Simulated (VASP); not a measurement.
Runs of VASP 6.6.1 on MnS. The structure is that of space group F-43m (No. 216), or close to it. The cells are those of the table. 

| task | level | U | cell | cutoff (eV) | smearing | gap on the mesh (eV) | pressure (GPa) | moment (μB) | relaxed volume (Å³/atom) |
| --- | --- | --- | --- | --- | --- | --- | --- | --- | --- |
| single point | PBE+D3(BJ) | - | a = 3.479 Å, angles 60.0°, 2 atoms | 520 | fermi-dirac 0.05 eV | none | 0.1 | 0.20 | - |
| single point | PBEsol | - | a = 3.473 Å, angles 60.0°, 2 atoms | 520 | fermi-dirac 0.05 eV | none | (d) | 0.20 | - |
| single point | PBEsol+D4+U | Mn d U = 4.5 eV | a = 3.498 Å, angles 60.0°, 2 atoms | 520 | fermi-dirac 0.1 eV | none | 45.9 | 4.47 | - |
| single point | RPBE | - | a = 3.553 Å, angles 60.0°, 2 atoms | 520 | fermi-dirac 0.05 eV | none | (b) | (c) | - |
| relaxation of cell and atoms | revPBE+D4 | - | relaxed from a = 3.498 Å, angles 60.0°, 2 atoms | 500 | fermi-dirac 0.05 eV | none | 0.0 | 0.18 | 14.65 |
| single point | PBE | - | a = 3.498 Å, angles 60.0°, 2 atoms | 520 | gaussian 0.027 eV | none | 3.0 | 0.23 | - |
| single point | PBE | - | a = 3.498 Å, angles 60.0°, 2 atoms | 520 | gaussian 0.019 eV | none | 3.0 | (a) | - |
| relaxation of cell and atoms | PBE+D3(BJ) | - | relaxed from a = 3.498 Å, angles 60.0°, 2 atoms | 600 | fermi-dirac 0.05 eV | none | 0.0 | 0.20 | 14.90 |
| single point | RPBE | - | a = 3.553 Å, angles 60.0°, 2 atoms | 500 | fermi-dirac 0.05 eV | none | 10.2 | 2.15 | - |
| relaxation of cell and atoms | PBE+U | Mn d U = 1.0 eV | relaxed from a = 3.498 Å, angles 60.0°, 2 atoms | 600 | fermi-dirac 0.05 eV | none | 0.0 | 0.10 | 15.57 |
| single point | PBE | - | a = 3.498 Å, angles 60.0°, 2 atoms | 520 | gaussian 0.03 eV | none | 3.0 | 0.23 | - |
| single point | PBE | - | a = 3.498 Å, angles 60.0°, 2 atoms | 520 | gaussian 0.05 eV | none | 3.0 | 0.24 | - |

Alike in all rows: potentials or basis VASP PAW PBE potentials, release 64 (Mn_pv, S); spin collinear, ferromagnetic start; k mesh 9 × 9 × 9.

Question: Estimate the missing entries.

Answer: (a) 0.22; (b) 9.8; (c) 2.10; (d) 0.2.

Caveats: semilocal functionals often make such compounds metallic where correlation or magnetic order opens a gap, which also shifts bond lengths (some runs); the moment fell far below its start of 4 μB, so a state of higher moment may lie lower in energy (some runs); the PAW data sets were made with another functional, which shifts forces and pressure a little (some runs); pairwise dispersion overbinds metals, which lowers pressure and volume (some runs); a cell with one magnetic atom can't hold antiferromagnetic order, which such compounds often take (some runs).

A gap of «none» marks levels without a gap at the run's occupations.
